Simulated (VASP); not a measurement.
# SnO2 (P6_3/mmc) in VASP: a series of runs

Runs on SnO2. Level: PBE+D3(BJ). Tasks: single point.

Everything below comes from runs of VASP 6.6.1. Logs are shortened: lines on timing, memory, paths and dates and some standing lists are left out, and cuts for length are marked.

## 1. The cell of the first run

It takes space group P6_3/mmc (No. 194, hexagonal). The conventional cell has a = 3.363 Å, b = 3.363 Å, c = 9.987 Å, α = 90.00°, β = 90.00°, γ = 120.00°. Within 2.9 Å of Sn (site symmetry -3m) lie 6 O at 2.18 Å. O (site symmetry 3m) has 3 Sn at 2.18 Å and 3 O at 2.76 Å within 2.9 Å.

## 2. Single point, PBE+D3(BJ) (16.30 Å³/atom)

Input file INCAR:

```
PREC     = Accurate       # precision mode
ENCUT    = 520            # plane-wave cutoff, eV
EDIFF    = 1E-6           # SCF threshold, eV
ISMEAR   = 0              # smearing method
SIGMA    = 0.05           # smearing width, eV
LREAL    = F              # projectors in reciprocal space
LASPH    = T              # aspherical terms in the spheres
NELM     = 80             # most SCF steps
ALGO     = Normal         # electronic algorithm
ISIF     = 2              # what is computed and relaxed
LWAVE    = F              # write WAVECAR
LCHARG   = F              # write CHGCAR
GGA      = PE             # functional
IVDW     = 12             # dispersion correction
NBANDS   = 35             # bands
```

Input file KPOINTS:

```
regular mesh
0
Gamma
  12 12 4
```

Input file POSCAR:

```
SnO2
1.0
    3.3628427550      0.0000000000      0.0000000000
   -1.6814213775      2.9123072548      0.0000000000
    0.0000000000      0.0000000000      9.9873066981
Sn O
2 4
Direct
    0.0000000000      0.0000000000      0.5000000000
    0.0000000000      0.0000000000      0.0000000000
    0.6666666667      0.3333333333      0.4017901367
    0.6666666667      0.3333333333      0.0982098633
    0.3333333333      0.6666666667      0.5982098633
    0.3333333333      0.6666666667      0.9017901367
```

Potentials or basis: VASP PAW PBE potentials, release 64 (Sn_d, O).

Run with:

```
$ cat potpaw_PBE.64/Sn_d/POTCAR potpaw_PBE.64/O/POTCAR > POTCAR
$ mpirun -np 1 vasp_std > vasp.out
```

OUTCAR:

```text
PREC = Accurate
   ENCUT = 520
   EDIFF = 1E-6
   ISMEAR = 0
   LREAL = F
   LASPH = T
   NELM = 80
   ISIF = 2
   GGA = PE
   IVDW = 12
 IVDW          = 12

 ion  position               nearest neighbor table
   1  0.000  0.000  0.500-   3 2.18   5 2.18   3 2.18   5 2.18   3 2.18   5 2.18
   2  0.000  0.000  0.000-   4 2.18   6 2.18   4 2.18   6 2.18   4 2.18   6 2.18
   3  0.667  0.333  0.402-   1 2.18   1 2.18   1 2.18
   4  0.667  0.333  0.098-   2 2.18   2 2.18   2 2.18
   5  0.333  0.667  0.598-   1 2.18   1 2.18   1 2.18
   6  0.333  0.667  0.902-   2 2.18   2 2.18   2 2.18

  LATTYP: Found a hexagonal cell.
 ALAT       =     3.3628427550
 C/A-ratio  =     2.9699000000

  Lattice vectors:

 A1 = (   3.3628427550,   0.0000000000,   0.0000000000)
 A2 = (  -1.6814213775,   2.9123072548,   0.0000000000)
 A3 = (   0.0000000000,   0.0000000000,   9.9873066981)

Analysis of symmetry for initial positions (statically):
=====================================================================
 Subroutine PRICEL returns:
 Original cell was already a primitive cell.

 Routine SETGRP: Setting up the symmetry group for a
 hexagonal supercell.

 Subroutine GETGRP returns: Found 24 space group operations
 (whereof 12 operations were pure point group operations)
 out of a pool of 24 trial point group operations.

The static configuration has the point symmetry D_3d.
 The point group associated with its full space group is D_6h.

Analysis of symmetry for dynamics (positions and initial velocities):
=====================================================================
 Subroutine PRICEL returns:
 Original cell was already a primitive cell.

 Routine SETGRP: Setting up the symmetry group for a
 hexagonal supercell.

 Subroutine GETGRP returns: Found 24 space group operations
 (whereof 12 operations were pure point group operations)
 out of a pool of 24 trial point group operations.

The dynamic configuration has the point symmetry D_3d.
 The point group associated with its full space group is D_6h.

 Subroutine INISYM returns: Found 24 space group operations
 (whereof 12 operations are pure point group operations),
 and found     1 'primitive' translations

----------------------------------------------------------------------------------------

                                     Primitive cell

  volume of cell :      97.8120

  direct lattice vectors                    reciprocal lattice vectors
     3.362842755  0.000000000  0.000000000     0.297367457  0.171685182  0.000000000
    -1.681421377  2.912307255  0.000000000     0.000000000  0.343370363  0.000000000
     0.000000000  0.000000000  9.987306698     0.000000000  0.000000000  0.100127094

  length of vectors
     3.362842755  3.362842755  9.987306698     0.343370363  0.343370363  0.100127094

  position of ions in fractional coordinates (direct lattice)
     0.000000000  0.000000000  0.500000000
     0.000000000  0.000000000  0.000000000
     0.666666667  0.333333333  0.401790137
     0.666666667  0.333333333  0.098209863
     0.333333333  0.666666667  0.598209863
     0.333333333  0.666666667  0.901790137

  ion indices of the primitive-cell ions
   primitive index   ion index
                 1           1
                 2           2
                 3           3
                 4           4
                 5           5
                 6           6

----------------------------------------------------------------------------------------

 KPOINTS: regular mesh

Automatic generation of k-mesh.
 Grid dimensions read from file:
 generate k-points for:   12   12    4

 Generating k-lattice:

  Cartesian coordinates                     Fractional coordinates (reciprocal lattice)
     0.024780621  0.014307098  0.000000000     0.083333333  0.000000000  0.000000000
     0.000000000  0.028614197  0.000000000     0.000000000  0.083333333  0.000000000
     0.000000000  0.000000000  0.025031774     0.000000000  0.000000000  0.250000000

  Length of vectors
     0.028614197  0.028614197  0.025031774

  Shift w.r.t. Gamma in fractional coordinates (k-lattice)
     0.000000000  0.000000000  0.000000000

 Subroutine IBZKPT returns following result:
 ===========================================

 Found     57 irreducible k-points:

 Following reciprocal coordinates:
            Coordinates               Weight
  0.000000  0.000000  0.000000      1.000000
  0.083333 -0.000000  0.000000      6.000000
  0.166667  0.000000  0.000000      6.000000
  0.250000  0.000000  0.000000      6.000000
  0.333333  0.000000  0.000000      6.000000
  0.416667 -0.000000  0.000000      6.000000
[... 16 lines left out ...]
  0.250000  0.000000  0.250000     12.000000
  0.333333  0.000000  0.250000     12.000000
 [... further k-points ...]
   k-points           NKPTS =     57   k-points in BZ     NKDIM =     57   number of bands    NBANDS=     35
   number of dos      NEDOS =    301   number of ions     NIONS =      6
   total plane-waves  NPLWV =  62720
   dimension x,y,z NGX =    28 NGY =   28 NGZ =   80
   dimension x,y,z NGXF=    56 NGYF=   56 NGZF=  160
   ions per type =               2   4
   NGX,Y,Z   is equivalent  to a cutoff of  13.84, 13.84, 13.32 a.u.
   NGXF,Y,Z  is equivalent  to a cutoff of  27.68, 27.68, 26.63 a.u.
 SYSTEM =  unknown system
   PREC   = accura    normal or accurate (medium, high low for compatibility)
   ISTART =      0    job   : 0-new  1-cont  2-samecut
   ICHARG =      2    charge: 1-file 2-atom 10-const
   ISPIN  =      1    spin polarized calculation?
   LNONCOLLINEAR =      F non collinear calculations
   LSORBIT =      F    spin-orbit coupling
   LASPH  =      T    aspherical Exc in radial PAW
   ENCUT  =  520.0 eV  38.22 Ry    6.18 a.u.   6.25  6.25 18.57*2*pi/ulx,y,z
   NELM   =     80;   NELMIN=  2; NELMDL= -5     # of ELM steps
   EDIFF  = 0.1E-05   stopping-criterion for ELM
   LREAL  =      F    real-space projection
   EDIFFG = 0.1E-04   stopping-criterion for IOM
   NSW    =      0    number of steps for IOM
   IBRION =     -1    ionic relax: 0-MD 1-quasi-New 2-CG
   NFREE  =      0    steps in history (QN), initial steepest desc. (CG)
   ISIF   =      2    stress and relaxation
   ISYM   =      2    0-nonsym 1-usesym 2-fastsym
   POTIM  = 0.5000    time-step for ionic-motion
   TEBEG  =    0.0;   TEEND  =   0.0 temperature during run
   PSTRESS=    0.0 pullay stress
   NELECT =      52.0000    total number of electrons
   NUPDOWN=      -1.0000    fix difference up-down
   EMIN   =  10.00;   EMAX   =-10.00  energy-range for DOS
   EFERMI =   0.00;   METHOD = LEGACY
   ISMEAR =     0;   SIGMA  =   0.05  broadening in eV -4-tet -1-fermi 0-gaus
   EFERMI_NEDOS =   21; number of points for ismear=-14 and -15
   IALGO  =     38    algorithm
   IMIX   =      4    mixing-type and parameters
     AMIX     =   0.40;   BMIX     =  1.00
     AMIX_MAG =   1.60;   BMIX_MAG =  1.00
  volume/ion in A,a.u.               =      16.30       110.01
  Fermi-wavevector in a.u.,A,eV,Ry     =   1.326209  2.506171 23.930331  1.758830
  Thomas-Fermi vector in A             =   2.455613
   LORBIT       =      0    0 simple, 1 ext, 2 COOP (PROOUT), +10 PAW based schemes
   GGA     = PE    functional components
   LHFCALC =     F    Hartree Fock is set to
   AEXX    =    0.0000 exact exchange contribution
   IVDW    =    12    specifies the selected vdW correction
   LEPSILON=     F    determine dielectric tensor
   LRPA    =     F    only Hartree local field effects (RPA)
 non-spin polarized calculation
 Gauss-broadening in eV      SIGMA  =   0.05
  energy-cutoff  :      520.00
  volume of cell :       97.81
 maximum number of plane-waves:      2663
 NGX is ok and might be reduce to    28
   NGX = 13   NGY = 13   NGZ = 37

 number of electron      52.0000011 magnetization

 Free energy of the ion-electron system (eV)
  ---------------------------------------------------
  ext. energy  EPLUGINS =         0.00000000
  ---------------------------------------------------
  free energy    TOTEN  =       -35.99150848 eV

  energy without entropy =      -35.99150848  energy(sigma->0) =      -35.99150848

 E-fermi :   2.8347     XC(G=0):  -9.3248

 val. band max:        2.5266861399   @ k =   0.2500   0.1667   0.0000
 cond. band min:       3.6250329978   @ k =   0.0000   0.0000   0.0000
 fundamental gap:      1.0983468580
 Fermi energy:         2.8347006048

 k-point     1 :       0.0000    0.0000    0.0000
  band No.  band energies     occupation
      1     -17.8339      2.00000
      2     -17.8330      2.00000
      3     -17.6348      2.00000
      4     -17.6348      2.00000
      5     -17.6347      2.00000
      6     -17.6347      2.00000
[... 27 lines left out ...]
     34      12.5071      0.00000
     35      12.6286      0.00000

 k-point     2 :       0.0833   -0.0000    0.0000
  band No.  band energies     occupation
      1     -17.8178      2.00000
      2     -17.8169      2.00000
      3     -17.6747      2.00000
      4     -17.6739      2.00000
      5     -17.6278      2.00000
      6     -17.6276      2.00000
[... 27 lines left out ...]
     34      12.6500      0.00000
     35      13.1075      0.00000

 k-point     3 :       0.1667    0.0000    0.0000
  band No.  band energies     occupation
      1     -17.8151      2.00000
      2     -17.8134      2.00000
      3     -17.7409      2.00000
      4     -17.7395      2.00000
      5     -17.6143      2.00000
      6     -17.6141      2.00000
[... 27 lines left out ...]
     34      13.0278      0.00000
     35      13.3682      0.00000

 k-point     4 :       0.2500    0.0000    0.0000
  band No.  band energies     occupation
      1     -17.9416      2.00000
      2     -17.9379      2.00000
      3     -17.6988      2.00000
      4     -17.6977      2.00000
      5     -17.6080      2.00000
      6     -17.6077      2.00000
[... 27 lines left out ...]
     34      13.4348      0.00000
     35      13.5084      0.00000

 k-point     5 :       0.3333    0.0000    0.0000
  band No.  band energies     occupation
      1     -18.0713      2.00000
      2     -18.0665      2.00000
      3     -17.6586      2.00000
      4     -17.6576      2.00000
      5     -17.6094      2.00000
      6     -17.6091      2.00000
[... 638 lines left out ...]
 k-point    22 :       0.1667    0.0000    0.2500
  band No.  band energies     occupation
      1     -17.8149      2.00000
      2     -17.8136      2.00000
      3     -17.7407      2.00000
      4     -17.7397      2.00000
      5     -17.6143      2.00000
      6     -17.6141      2.00000
[... 27 lines left out ...]
     34      13.0130      0.00000
     35      13.4487      0.00000

 k-point    23 :       0.2500    0.0000    0.2500
  band No.  band energies     occupation
      1     -17.9410      2.00000
      2     -17.9384      2.00000
      3     -17.6986      2.00000
      4     -17.6978      2.00000
      5     -17.6079      2.00000
      6     -17.6077      2.00000
[... 27 lines left out ...]
     34      13.4975      0.00000
     35      13.4975      0.00000

 k-point    24 :       0.3333    0.0000    0.2500
  band No.  band energies     occupation
      1     -18.0706      2.00000
      2     -18.0672      2.00000
      3     -17.6585      2.00000
      4     -17.6577      2.00000
      5     -17.6093      2.00000
      6     -17.6091      2.00000
[... 27 lines left out ...]
     34      13.8961      0.00000
     35      13.9393      0.00000

 [... further k-points ...]

------------------------ aborting loop because EDIFF is reached ----------------------------------------

 Edisp (eV)   -0.93172

 E8    (eV) :    -0.3655

  FORCE on cell =-STRESS in cart. coord.  units (eV):
  Direction    XX          YY          ZZ          XY          YZ          ZX
  --------------------------------------------------------------------------------------
  -------------------------------------------------------------------------------------
  Total      -8.54489    -8.54489    -0.94105     0.00000     0.00000     0.00000
  in kB    -139.96676  -139.96676   -15.41455     0.00000     0.00000     0.00000
  external pressure =      -98.45 kB  Pullay stress =        0.00 kB

 VOLUME and BASIS-vectors are now :
 -----------------------------------------------------------------------------
  energy-cutoff  :      520.00
  volume of cell :       97.81
      direct lattice vectors                 reciprocal lattice vectors
     3.362842755  0.000000000  0.000000000     0.297367457  0.171685182  0.000000000
    -1.681421377  2.912307255  0.000000000     0.000000000  0.343370363  0.000000000
     0.000000000  0.000000000  9.987306698     0.000000000  0.000000000  0.100127094

 POSITION                                       TOTAL-FORCE (eV/Angst)
 -----------------------------------------------------------------------------------
      0.00000      0.00000      4.99365         0.000000      0.000000     -0.000000
      0.00000      0.00000      0.00000         0.000000      0.000000     -0.000000
      1.68142      0.97077      4.01280         0.000000     -0.000000      0.364444
      1.68142      0.97077      0.98085        -0.000000     -0.000000     -0.364444
     -0.00000      1.94154      5.97451         0.000000      0.000000     -0.364444
     -0.00000      1.94154      9.00645        -0.000000      0.000000      0.364444
 -----------------------------------------------------------------------------------
    total drift:                               -0.000000     -0.000000     -0.000000

  FREE ENERGIE OF THE ION-ELECTRON SYSTEM (eV)
  ---------------------------------------------------
  free  energy   TOTEN  =       -36.9232324061 eV

  energy  without entropy=      -36.9232324061  energy(sigma->0) =      -36.92323241
```

Wall time 2 min (1 thread of Intel Xeon Platinum 8559C (Emerald Rapids), shared host); peak memory 0.33 GiB.

Results:

```
Free energy                : -36.9232 eV
Pressure                   : -9.8 GPa
Largest force              : 0.364 eV/Å
Band gap on the k mesh     : 1.10 eV (least direct gap 1.41 eV)
Dispersion energy per atom : -0.155 eV
```

Forces in eV/Å, atoms in the order of the input:
```
Sn   0.000  0.000  0.000
Sn   0.000  0.000  0.000
O    0.000  0.000  0.364
O    0.000  0.000 -0.364
O    0.000  0.000 -0.364
O    0.000  0.000  0.364
```

Stress tensor (GPa, compression positive):
```
-14.00   0.00   0.00
  0.00 -14.00   0.00
  0.00   0.00  -1.54
```

Caveat: the stress differs along the axes, from -14 to -2 GPa; spin-orbit coupling is left out, which moves the levels of the heavy elements.

## 3. Single point, PBE+D3(BJ) (16.30 Å³/atom)

Input file INCAR:

```
SYSTEM = SnO2
PREC = Accurate
ENCUT = 520
EDIFF = 1E-6
ISMEAR = 0
SIGMA = 0.05
LREAL = .FALSE.
LASPH = .TRUE.
NELM = 60
ALGO = Normal
ISIF = 2
LWAVE = .FALSE.
LCHARG = .FALSE.
GGA = PE
IVDW = 12
NBANDS = 35
```

Input file KPOINTS:

```
Automatic mesh
0
G
  12 12 4
  0 0 0
```

POSCAR: that of step 2 with these lines changed.

```diff
@@ -2,5 +2,5 @@
 1.0
-    3.3628427550      0.0000000000      0.0000000000
-   -1.6814213775      2.9123072548      0.0000000000
-    0.0000000000      0.0000000000      9.9873066981
+    3.2307113977      0.0000000000      0.0000000000
+   -1.6153556988      2.7978781427      0.0000000000
+    0.0000000000      0.0000000000     10.8209447553
 Sn O
```

Potentials or basis: VASP PAW PBE potentials, release 64 (Sn_d, O).

Run with:

```
$ cat potpaw_PBE.64/Sn_d/POTCAR potpaw_PBE.64/O/POTCAR > POTCAR
$ mpirun -np 1 vasp_std > vasp.out
```

Wall time 82 s (1 thread of Intel Xeon Platinum 8559C (Emerald Rapids), shared host); peak memory 0.3 GiB.

It converged, with:

```
Free energy                : -37.2127 eV
Pressure                   : -4.6 GPa
Largest force              : 0.645 eV/Å
Band gap on the k mesh     : 2.01 eV (least direct gap 2.31 eV)
Dispersion energy per atom : -0.155 eV
```

Forces on the atoms (eV/Å):
```
Sn   0.000  0.000  0.000
Sn   0.000  0.000  0.000
O    0.000  0.000  0.645
O    0.000  0.000 -0.645
O    0.000  0.000 -0.645
O    0.000  0.000  0.645
```

Stress tensor (GPa, compression positive):
```
-4.32  0.00  0.00
 0.00 -4.32  0.00
 0.00  0.00 -5.24
```

Levels at points of the mesh, in eV from the valence-band top:
```
           k point  band 23  band 24  band 25  band 26  band 27  band 28  band 29  band 30
(0.00, 0.00, 0.00)    -0.79    -0.76    -0.76    -0.30     2.01     2.74     5.31     5.67
(0.50, 0.00, 0.00)    -0.56    -0.51    -0.48    -0.07     4.84     4.98     6.77     7.31
(0.00, 0.00, 0.50)    -0.78    -0.78    -0.65    -0.65     2.39     2.39     5.50     5.50
(0.50, 0.00, 0.50)    -0.53    -0.53    -0.25    -0.25     4.91     4.91     7.03     7.03
```

Caveat: the cell stands under tension; spin-orbit coupling is left out, which moves the levels of the heavy elements. A k mesh can miss the band edges.

## 4. Single point, PBE+D3(BJ) (16.30 Å³/atom)

INCAR: that of step 3 with these lines changed.

```diff
@@ -8,3 +8,3 @@
 LASPH = .TRUE.
-NELM = 60
+NELM = 80
 ALGO = Normal
```

Input file KPOINTS:

```
regular mesh
0
G
  12 12 4
  0 0 0
```

POSCAR: that of step 3 with these lines changed.

```diff
@@ -2,5 +2,5 @@
 1.0
-    3.2307113977      0.0000000000      0.0000000000
-   -1.6153556988      2.7978781427      0.0000000000
-    0.0000000000      0.0000000000     10.8209447553
+    3.2741533428      0.0000000000      0.0000000000
+   -1.6370766714      2.8354999708      0.0000000000
+    0.0000000000      0.0000000000     10.5357019610
 Sn O
```

Run with:

```
$ cat potpaw_PBE.64/Sn_d/POTCAR potpaw_PBE.64/O/POTCAR > POTCAR
$ mpirun -np 1 vasp_std > vasp.out
```

Run time: 76 s. Hardware: 1 thread of Intel Xeon Platinum 8559C (Emerald Rapids), shared host; peak memory 0.3 GiB.

Results (log left out):

| Quantity | Value |
| --- | --- |
| Free energy | -37.1893 eV |
| Pressure | -6.4 GPa |
| Largest force | 0.529 eV/Å |
| Band gap on the k mesh | 1.73 eV (least direct gap 2.02 eV) |
| Dispersion energy per atom | -0.155 eV |

Forces in eV/Å, atoms in the order of the input:
```
Sn   0.000  0.000  0.000
Sn   0.000  0.000  0.000
O    0.000  0.000  0.529
O    0.000  0.000 -0.529
O    0.000  0.000 -0.529
O    0.000  0.000  0.529
```

Stress tensor (GPa, compression positive):
```
-7.68  0.00  0.00
 0.00 -7.68  0.00
 0.00  0.00 -3.95
```

Levels at points of the mesh, in eV from the valence-band top:
| k point | band 22 | band 23 | band 24 | band 25 | band 26 | band 27 | band 28 | band 29 | band 30 | band 31 |
| --- | --- | --- | --- | --- | --- | --- | --- | --- | --- | --- |
| (0.00, 0.00, 0.00) | -0.96 | -0.96 | -0.92 | -0.92 | -0.30 | 1.73 | 2.54 | 5.10 | 5.52 | 10.23 |
| (0.50, 0.00, 0.00) | -1.13 | -0.64 | -0.59 | -0.57 | -0.08 | 4.63 | 4.78 | 6.60 | 7.25 | 9.54 |
| (0.00, 0.00, 0.50) | -0.94 | -0.94 | -0.94 | -0.70 | -0.70 | 2.16 | 2.16 | 5.32 | 5.32 | 10.45 |
| (0.50, 0.00, 0.50) | -1.35 | -0.61 | -0.61 | -0.29 | -0.29 | 4.70 | 4.70 | 6.91 | 6.91 | 9.73 |

Caveat: the cell stands under tension; spin-orbit coupling is left out, which moves the levels of the heavy elements. A k mesh can miss the band edges.

## 5. The runs side by side

```csv
cell,gap on the mesh (eV),pressure (GPa),largest force (eV/Å)
"a = 3.363, b = 3.363, c = 9.987 Å, angles 90.0, 90.0, 120.0°, 6 atoms",1.10,-9.8,0.36
"a = 3.231, b = 3.231, c = 10.821 Å, angles 90.0, 90.0, 120.0°, 6 atoms",2.01,-4.6,0.64
"a = 3.274, b = 3.274, c = 10.536 Å, angles 90.0, 90.0, 120.0°, 6 atoms",1.73,-6.4,0.53
```

Alike in all rows: task single point; level PBE+D3(BJ); potentials or basis VASP PAW PBE potentials, release 64 (Sn_d, O); no spin polarisation; k mesh 12 × 12 × 4; cutoff (eV) 520; smearing gaussian 0.05 eV.

Caveats: spin-orbit coupling is left out, which moves the levels of the heavy elements; the cell stands under tension (at least some runs); the stress differs along the axes, from -14 to -2 GPa (at least some runs).

Absolute energies hang on the potentials; compare differences alone.
